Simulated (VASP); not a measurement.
A run of VASP 6.6.1:

Contents of INCAR:

```
SYSTEM = WI2O2
PREC = Accurate
ENCUT = 520
EDIFF = 1E-6
ISMEAR = 1
SIGMA = 0.085
LREAL = .False.
LASPH = .True.
NELM = 100
ALGO = Normal
ISIF = 2
LWAVE = .False.
LCHARG = .False.
GGA = PS
ISYM = 0
NBANDS = 28
```

KPOINTS

```
Automatic mesh
0
Gamma
  2 2 2
  0 0 0.5
```

Contents of POSCAR:

```
WI2O2
1.0
   -1.8742000000      1.9524500000      8.3141500000
    1.8742000000     -1.9524500000      8.3141500000
    1.8742000000      1.9524500000     -8.3141500000
W I O
1 2 2
Direct
    0.0000000000      0.0000000000      0.0000000000
    0.1607200000      0.1607200000      0.0000000000
    0.8392800000      0.8392800000      0.0000000000
    0.5000000000      0.0000000000      0.5000000000
    0.0000000000      0.5000000000      0.5000000000
```

Potentials or basis: VASP PAW PBE potentials, release 64 (W_sv, I, O).

Launch:

```console
$ cat potpaw_PBE.64/W_sv/POTCAR potpaw_PBE.64/I/POTCAR potpaw_PBE.64/O/POTCAR > POTCAR
$ mpirun -np 1 vasp_std > vasp.out
```

Hardware: 1 thread of Intel(R) Xeon(R) 6975P-C (Granite Rapids) (shared host).

Question: How long does it take, and how much memory?

Answer: Wall time 67 s on 1 thread of Intel(R) Xeon(R) 6975P-C (Granite Rapids), with other jobs on the host, peak memory 0.64 GiB. Counts: scf iterations 15, k points 8.
